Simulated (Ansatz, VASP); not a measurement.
Two plane-wave programs on W

Contents of INCAR:

```
SYSTEM = W
  PREC = Accurate
  ENCUT = 520
  EDIFF = 1E-6
  ISMEAR = 0
  SIGMA = 0.15
  LREAL = .False.
  LASPH = .True.
  NELM = 100
  ALGO = Normal
  ISIF = 2
  LWAVE = .False.
  LCHARG = .True.
  GGA = PE
  LELF = .True.
  LVHAR = .True.
  NBANDS = 13
```

KPOINTS

```
Automatic mesh
0
Gamma
  26 26 26
  0 0 0
```

POSCAR

```
W
1.0
   -1.5440259427      1.5440259427      1.5440259427
    1.5440259427     -1.5440259427      1.5440259427
    1.5440259427      1.5440259427     -1.5440259427
W
1
Direct
    0.0000000000      0.0000000000      0.0000000000
```

Input for Ansatz:

```yaml
crystal:
  lattice:
    - [-1.5440259427, 1.5440259427, 1.5440259427]
    - [1.5440259427, -1.5440259427, 1.5440259427]
    - [1.5440259427, 1.5440259427, -1.5440259427]
  atoms:
    - { symbol: W, position: [0.0, 0.0, 0.0] }
basis:
  ecutwfc: 420
kpoints:
  mp_grid: { grid: [26, 26, 26] }
hamiltonian:
  xc: pbe
scf:
  occupations: { method: gaussian, width: 0.15 }
output:
  forces: true
  stress: true
  eigenvalues: true
```

Change from the starting cell: strain -0.030 along x and y, -0.030 along z, atoms carried along.

Alike in both runs: task single point; functional PBE; k mesh 26 × 26 × 26; occupations gaussian, width 0.15 eV; no spin polarisation.

|  | VASP | Ansatz |
| --- | --- | --- |
| version | VASP 6.6.1 | Ansatz 0.2.0 |
| potentials or method | VASP PAW PBE potentials, release 64 (W_sv), cutoff 520 eV | scalar-relativistic, plane waves, PAW |
| valence electrons in the cell | 14 | 14 |

|  | VASP | Ansatz | Ansatz less VASP |
| --- | --- | --- | --- |
| gap on the k mesh at the Fermi level (eV) | none | none | - |
| pressure (GPa) | 34.5 | 33.5 | -0.97 |

A gap of «none» marks a metal or a gap that the smearing closes. Both programs put the cell under a high pressure, so it lies far from rest at this level.

Spin-orbit coupling is off throughout.
